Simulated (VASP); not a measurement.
# Na6S (Im-3m) in VASP: further runs

The runs below take Na6S through single point, relaxation of cell and atoms, with PBE.

All numbers are computed with VASP 6.6.1; they aren't measurements. Logs are shortened: lines on timing, memory, paths and dates and some standing lists are left out, and cuts for length are marked.

### 1 The cell of the first run

It takes space group Im-3m (No. 229, cubic). The conventional cell has a = 7.310 Å, b = 7.310 Å, c = 7.310 Å, α = 90.00°, β = 90.00°, γ = 90.00°. Na (site symmetry 4mm) has 1 S at 2.11 Å within 2.8 Å. S (site symmetry m-3m) has 6 Na at 2.11 Å within 2.8 Å.

The cell was generated, and may not be a known phase.

### 2 Single point, PBE

File INCAR:

```
SYSTEM = Na6S
PREC     = Accurate       ! precision mode
ENCUT    = 520            ! plane-wave cutoff, eV
EDIFF    = 1E-6           ! SCF threshold, eV
ISMEAR   = 0              ! smearing method
SIGMA    = 0.1            ! smearing width, eV
LREAL    = .FALSE.        ! projectors in reciprocal space
LASPH    = .TRUE.         ! aspherical terms in the spheres
NELM     = 100            ! most SCF steps
ALGO     = Normal         ! electronic algorithm
ISIF     = 2              ! what is computed and relaxed
LWAVE    = .FALSE.        ! write WAVECAR
LCHARG   = .FALSE.        ! write CHGCAR
GGA      = PE             ! functional
NBANDS   = 33             ! bands
```

File KPOINTS:

```
Automatic mesh
0
G
  4 4 4
  0 0 0
```

File POSCAR:

```
Na6S
1.0
   -3.6547664700      3.6547664700      3.6547664700
    3.6547664700     -3.6547664700      3.6547664700
    3.6547664700      3.6547664700     -3.6547664700
Na S
6 1
Direct
    0.7106712500      0.7106712500      0.0000000000
    0.2893287500      0.2893287500      0.0000000000
    0.0000000000      0.2893287500      0.2893287500
    0.0000000000      0.7106712500      0.7106712500
    0.7106712500      0.0000000000      0.7106712500
    0.2893287500      0.0000000000      0.2893287500
    0.0000000000      0.0000000000      0.0000000000
```

Potentials or basis: VASP PAW PBE potentials, release 64 (Na_pv, S).

Command:

```console
> cat potpaw_PBE.64/Na_pv/POTCAR potpaw_PBE.64/S/POTCAR > POTCAR
> mpirun -np 1 vasp_std > vasp.out
```

OUTCAR:

```text
SYSTEM = Na6S
   PREC = Accurate
   ENCUT = 520
   EDIFF = 1E-6
   ISMEAR = 0
   LREAL = .FALSE.
   LASPH = .TRUE.
   NELM = 100
   ISIF = 2
   GGA = PE

 ion  position               nearest neighbor table
   1  0.711  0.711  0.000-   7 2.11
   2  0.289  0.289  0.000-   7 2.11
   3  0.000  0.289  0.289-   7 2.11
   4  0.000  0.711  0.711-   7 2.11
   5  0.711  0.000  0.711-   7 2.11
   6  0.289  0.000  0.289-   7 2.11
   7  0.000  0.000  0.000-   1 2.11   2 2.11   3 2.11   4 2.11   5 2.11   6 2.11

  LATTYP: Found a body centered cubic cell.
 ALAT       =     7.3095329400

  Lattice vectors:

 A1 = (  -3.6547664700,   3.6547664700,   3.6547664700)
 A2 = (   3.6547664700,  -3.6547664700,   3.6547664700)
 A3 = (   3.6547664700,   3.6547664700,  -3.6547664700)

Analysis of symmetry for initial positions (statically):
=====================================================================
 Subroutine PRICEL returns:
 Original cell was already a primitive cell.

 Routine SETGRP: Setting up the symmetry group for a
 body centered cubic supercell.

 Subroutine GETGRP returns: Found 48 space group operations
 (whereof 48 operations were pure point group operations)
 out of a pool of 48 trial point group operations.

The static configuration has the point symmetry O_h .

Analysis of symmetry for dynamics (positions and initial velocities):
=====================================================================
 Subroutine PRICEL returns:
 Original cell was already a primitive cell.

 Routine SETGRP: Setting up the symmetry group for a
 body centered cubic supercell.

 Subroutine GETGRP returns: Found 48 space group operations
 (whereof 48 operations were pure point group operations)
 out of a pool of 48 trial point group operations.

The dynamic configuration has the point symmetry O_h .

 Subroutine INISYM returns: Found 48 space group operations
 (whereof 48 operations are pure point group operations),
 and found     1 'primitive' translations

----------------------------------------------------------------------------------------

                                     Primitive cell

  volume of cell :     195.2715

  direct lattice vectors                    reciprocal lattice vectors
    -3.654766470  3.654766470  3.654766470     0.000000000  0.136807647  0.136807647
     3.654766470 -3.654766470  3.654766470     0.136807647  0.000000000  0.136807647
     3.654766470  3.654766470 -3.654766470     0.136807647  0.136807647  0.000000000

  length of vectors
     6.330241216  6.330241216  6.330241216     0.193475229  0.193475229  0.193475229

  position of ions in fractional coordinates (direct lattice)
     0.710671250  0.710671250  0.000000000
     0.289328750  0.289328750  0.000000000
     0.000000000  0.289328750  0.289328750
     0.000000000  0.710671250  0.710671250
     0.710671250  0.000000000  0.710671250
     0.289328750  0.000000000  0.289328750
     0.000000000  0.000000000  0.000000000

  ion indices of the primitive-cell ions
   primitive index   ion index
                 1           1
                 2           2
                 3           3
                 4           4
                 5           5
                 6           6
                 7           7

----------------------------------------------------------------------------------------

 KPOINTS: Automatic mesh

Automatic generation of k-mesh.
 Grid dimensions read from file:
 generate k-points for:    4    4    4

 Generating k-lattice:

  Cartesian coordinates                     Fractional coordinates (reciprocal lattice)
     0.000000000  0.034201912  0.034201912     0.250000000  0.000000000  0.000000000
     0.034201912  0.000000000  0.034201912     0.000000000  0.250000000  0.000000000
     0.034201912  0.034201912  0.000000000     0.000000000  0.000000000  0.250000000

  Length of vectors
     0.048368807  0.048368807  0.048368807

  Shift w.r.t. Gamma in fractional coordinates (k-lattice)
     0.000000000  0.000000000  0.000000000

 Subroutine IBZKPT returns following result:
 ===========================================

 Found      8 irreducible k-points:

 Following reciprocal coordinates:
            Coordinates               Weight
  0.000000  0.000000  0.000000      1.000000
  0.250000  0.000000  0.000000     12.000000
  0.500000  0.000000  0.000000      6.000000
  0.250000  0.250000  0.000000     24.000000
  0.250000  0.250000  0.250000      2.000000
 -0.250000  0.250000  0.250000      6.000000
  0.500000  0.500000  0.250000     12.000000
  0.500000  0.500000  0.500000      1.000000
   k-points           NKPTS =      8   k-points in BZ     NKDIM =      8   number of bands    NBANDS=     33
   number of dos      NEDOS =    301   number of ions     NIONS =      7
   total plane-waves  NPLWV = 110592
   dimension x,y,z NGX =    48 NGY =   48 NGZ =   48
   dimension x,y,z NGXF=    96 NGYF=   96 NGZF=   96
   ions per type =               6   1
   NGX,Y,Z   is equivalent  to a cutoff of  12.61, 12.61, 12.61 a.u.
   NGXF,Y,Z  is equivalent  to a cutoff of  25.21, 25.21, 25.21 a.u.
 SYSTEM =  Na6S
   PREC   = accura    normal or accurate (medium, high low for compatibility)
   ISTART =      0    job   : 0-new  1-cont  2-samecut
   ICHARG =      2    charge: 1-file 2-atom 10-const
   ISPIN  =      1    spin polarized calculation?
   LNONCOLLINEAR =      F non collinear calculations
   LSORBIT =      F    spin-orbit coupling
   LASPH  =      T    aspherical Exc in radial PAW
   ENCUT  =  520.0 eV  38.22 Ry    6.18 a.u.  11.77 11.77 11.77*2*pi/ulx,y,z
   NELM   =    100;   NELMIN=  2; NELMDL= -5     # of ELM steps
   EDIFF  = 0.1E-05   stopping-criterion for ELM
   LREAL  =      F    real-space projection
[... 7 lines left out ...]
   TEBEG  =    0.0;   TEEND  =   0.0 temperature during run
   PSTRESS=    0.0 pullay stress
   NELECT =      48.0000    total number of electrons
   NUPDOWN=      -1.0000    fix difference up-down
   EMIN   =  10.00;   EMAX   =-10.00  energy-range for DOS
   EFERMI =   0.00;   METHOD = LEGACY
   ISMEAR =     0;   SIGMA  =   0.10  broadening in eV -4-tet -1-fermi 0-gaus
   EFERMI_NEDOS =   21; number of points for ismear=-14 and -15
   IALGO  =     38    algorithm
   IMIX   =      4    mixing-type and parameters
     AMIX     =   0.40;   BMIX     =  1.00
     AMIX_MAG =   1.60;   BMIX_MAG =  1.00
  volume/ion in A,a.u.               =      27.90       188.25
  Fermi-wavevector in a.u.,A,eV,Ry     =   1.025516  1.937944 14.309006  1.051682
  Thomas-Fermi vector in A             =   2.159360
   LORBIT       =      0    0 simple, 1 ext, 2 COOP (PROOUT), +10 PAW based schemes
   GGA     = PE    functional components
   LHFCALC =     F    Hartree Fock is set to
   AEXX    =    0.0000 exact exchange contribution
   IVDW    =     0    specifies the selected vdW correction
   LEPSILON=     F    determine dielectric tensor
   LRPA    =     F    only Hartree local field effects (RPA)
 non-spin polarized calculation
 Gauss-broadening in eV      SIGMA  =   0.10
  energy-cutoff  :      520.00
  volume of cell :      195.27
 maximum number of plane-waves:      5284
   NGX = 23   NGY = 23   NGZ = 23

 number of electron      48.0000039 magnetization

 Free energy of the ion-electron system (eV)
  ---------------------------------------------------
  ext. energy  EPLUGINS =         0.00000000
  ---------------------------------------------------
  free energy    TOTEN  =        -7.95352646 eV

  energy without entropy =       -7.93520937  energy(sigma->0) =       -7.94436792

 E-fermi :   1.5548     XC(G=0):  -7.1304

 val. band max:        1.5161286791   @ k =   0.2500   0.2500   0.0000
 cond. band min:       1.7569627023   @ k =  -0.2500   0.2500   0.2500
 fundamental gap:      0.2408340232
 Fermi energy:         1.5547966077

 k-point     1 :       0.0000    0.0000    0.0000
  band No.  band energies     occupation
      1     -23.6736      2.00000
      2     -23.4036      2.00000
      3     -23.4036      2.00000
      4     -23.4036      2.00000
      5     -23.3387      2.00000
      6     -23.3387      2.00000
[... 25 lines left out ...]
     32       6.4746      0.00000
     33       6.4746      0.00000

 k-point     2 :       0.2500    0.0000    0.0000
  band No.  band energies     occupation
      1     -23.6574      2.00000
      2     -23.4311      2.00000
      3     -23.4264      2.00000
      4     -23.4030      2.00000
      5     -23.3272      2.00000
      6     -23.3239      2.00000
[... 25 lines left out ...]
     32       6.2482      0.00000
     33       6.2897      0.00000

 k-point     3 :       0.5000    0.0000    0.0000
  band No.  band energies     occupation
      1     -23.6383      2.00000
      2     -23.4492      2.00000
      3     -23.4491      2.00000
      4     -23.4024      2.00000
      5     -23.3270      2.00000
      6     -23.3268      2.00000
[... 25 lines left out ...]
     32       5.9256      0.00000
     33       6.7559      0.00000

 k-point     4 :       0.2500    0.2500    0.0000
  band No.  band energies     occupation
      1     -23.6390      2.00000
      2     -23.4492      2.00000
      3     -23.4308      2.00000
      4     -23.4245      2.00000
      5     -23.3268      2.00000
      6     -23.3254      2.00000
[... 25 lines left out ...]
     32       6.0639      0.00000
     33       7.0220      0.00000

 k-point     5 :       0.2500    0.2500    0.2500
  band No.  band energies     occupation
      1     -23.6178      2.00000
      2     -23.4487      2.00000
      3     -23.4486      2.00000
      4     -23.4486      2.00000
      5     -23.3268      2.00000
      6     -23.3268      2.00000
[... 25 lines left out ...]
     32       5.5684      0.00000
     33       6.3437      0.00000

 k-point     6 :      -0.2500    0.2500    0.2500
  band No.  band energies     occupation
      1     -23.6563      2.00000
      2     -23.4497      2.00000
      3     -23.4034      2.00000
      4     -23.4034      2.00000
      5     -23.3394      2.00000
      6     -23.3235      2.00000
[... 25 lines left out ...]
     32       6.3408      0.00000
     33       6.3408      0.00000

 k-point     7 :       0.5000    0.5000    0.2500
  band No.  band energies     occupation
      1     -23.6562      2.00000
      2     -23.4317      2.00000
      3     -23.4269      2.00000
      4     -23.4037      2.00000
      5     -23.3283      2.00000
      6     -23.3230      2.00000
[... 25 lines left out ...]
     32       6.6670      0.00000
     33       7.2125      0.00000

 k-point     8 :       0.5000    0.5000    0.5000
  band No.  band energies     occupation
      1     -23.6714      2.00000
      2     -23.4049      2.00000
      3     -23.4049      2.00000
      4     -23.4049      2.00000
      5     -23.3401      2.00000
      6     -23.3401      2.00000
[... 25 lines left out ...]
     32       5.9509      0.00000
     33       7.7462      0.00000

------------------------ aborting loop because EDIFF is reached ----------------------------------------

  FORCE on cell =-STRESS in cart. coord.  units (eV):
  Direction    XX          YY          ZZ          XY          YZ          ZX
  --------------------------------------------------------------------------------------
  -------------------------------------------------------------------------------------
  Total       21.9290372     21.9290372     21.9290372      0.0000000      0.0000000     -0.0000000
  in kB      179.9248955    179.9248955    179.9248955      0.0000000      0.0000000     -0.0000000
  external PRESSURE =     179.9248955 kB  Pullay stress =       0.0000000 kB

 VOLUME and BASIS-vectors are now :
 -----------------------------------------------------------------------------
  energy-cutoff  :      520.00
  volume of cell :      195.27
      direct lattice vectors                 reciprocal lattice vectors
    -3.654766470  3.654766470  3.654766470     0.000000000  0.136807647  0.136807647
     3.654766470 -3.654766470  3.654766470     0.136807647  0.000000000  0.136807647
     3.654766470  3.654766470 -3.654766470     0.136807647  0.136807647  0.000000000

 POSITION                                       TOTAL-FORCE (eV/Angst)
 -----------------------------------------------------------------------------------
      0.00000      0.00000      5.19467        -0.000000     -0.000000     -4.921080
      0.00000      0.00000      2.11486        -0.000000     -0.000000      4.921080
      2.11486      0.00000      0.00000         4.921080     -0.000000     -0.000000
      5.19467      0.00000      0.00000        -4.921080     -0.000000     -0.000000
      0.00000      5.19467      0.00000        -0.000000     -4.921080     -0.000000
      0.00000      2.11486      0.00000        -0.000000      4.921080     -0.000000
      0.00000      0.00000      0.00000        -0.000000     -0.000000     -0.000000
 -----------------------------------------------------------------------------------
    total drift:                               -0.000000     -0.000000      0.000000

  FREE ENERGIE OF THE ION-ELECTRON SYSTEM (eV)
  ---------------------------------------------------
  free  energy   TOTEN  =        -7.9535264576 eV

  energy  without entropy=       -7.9352093733  energy(sigma->0) =       -7.94436792
```

Run time: 51 s. Hardware: 1 thread of Intel Xeon 8259CL, shared host; peak memory 0.32 GiB.

Results:

```yaml
Free_energy: -7.9535 eV
Pressure: 18.0 GPa
Largest_force: 4.921 eV/Å
Band_gap_on_the_k_mesh: zero (bands 24 and 25 overlap by 2.16 eV)
```

Forces on the atoms (eV/Å):
```
Na   0.000  0.000 -4.921
Na   0.000  0.000  4.921
Na   4.921  0.000  0.000
Na  -4.921  0.000  0.000
Na   0.000 -4.921  0.000
Na   0.000  4.921  0.000
S    0.000  0.000  0.000
```

Caveat: the cell stands under pressure; forces of over 1 eV/Å act on the atoms, so gaps and moduli don't describe the material at rest.

### 3 Single point, PBE

This run uses another cell than the first one, of 42.30 Å³/atom.

File INCAR:

```
PREC     = Accurate       # precision mode
ENCUT    = 520            # plane-wave cutoff, eV
EDIFF    = 1E-6           # SCF threshold, eV
ISMEAR   = 0              # smearing method
SIGMA    = 0.1            # smearing width, eV
LREAL    = F              # projectors in reciprocal space
LASPH    = T              # aspherical terms in the spheres
NELM     = 60             # most SCF steps
ALGO     = Normal         # electronic algorithm
ISIF     = 2              # what is computed and relaxed
LWAVE    = F              # write WAVECAR
LCHARG   = F              # write CHGCAR
GGA      = PE             # functional
NBANDS   = 33             # bands
```

File KPOINTS:

```
regular mesh
0
Gamma
  4 4 4
```

File POSCAR:

```
Na6S
1.0
   -4.1987217270      4.1987217270      4.1987217270
    4.1987217270     -4.1987217270      4.1987217270
    4.1987217270      4.1987217270     -4.1987217270
Na S
6 1
Direct
    0.6850813940      0.6850813940      0.0000000000
    0.3149186060      0.3149186060      0.0000000000
    0.0000000000      0.3149186060      0.3149186060
    0.0000000000      0.6850813940      0.6850813940
    0.6850813940      0.0000000000      0.6850813940
    0.3149186060      0.0000000000      0.3149186060
    0.0000000000      0.0000000000      0.0000000000
```

Potentials or basis: VASP PAW PBE potentials, release 64 (Na_pv, S).

Command:

```console
> cat potpaw_PBE.64/Na_pv/POTCAR potpaw_PBE.64/S/POTCAR > POTCAR
> mpirun -np 1 vasp_std > vasp.out
```

It took 2 min on 1 thread of Intel Xeon 8259CL, shared host; peak memory 0.41 GiB.

The run converged. Its results:

```yaml
Free_energy: -13.8510 eV
Pressure: 0.2 GPa
Largest_force: 0.007 eV/Å
Band_gap_on_the_k_mesh: zero (bands 24 and 25 overlap by 1.93 eV)
```

Forces on the atoms (eV/Å):
```
Na   0.000  0.000 -0.007
Na   0.000  0.000  0.007
Na   0.007  0.000  0.000
Na  -0.007  0.000  0.000
Na   0.000 -0.007  0.000
Na   0.000  0.007  0.000
S    0.000  0.000  0.000
```

Levels at points of the mesh, in eV from the Fermi level:
| k point | band 22 | band 23 | band 24 | band 25 | band 26 | band 27 |
| --- | --- | --- | --- | --- | --- | --- |
| (0.00, 0.00, 0.00) | -2.99 | -2.14 | 1.45 | 1.45 | 1.61 | 1.61 |
| (0.50, 0.00, 0.00) | -3.01 | -0.95 | -0.80 | 0.68 | 0.84 | 1.60 |
| (0.50, 0.50, 0.50) | -3.09 | -0.59 | -0.59 | 0.54 | 0.54 | 0.54 |

(Continued in part 2 of 3.)

The gap in the log of VASP goes by the Fermi energy; the results here count the filled bands.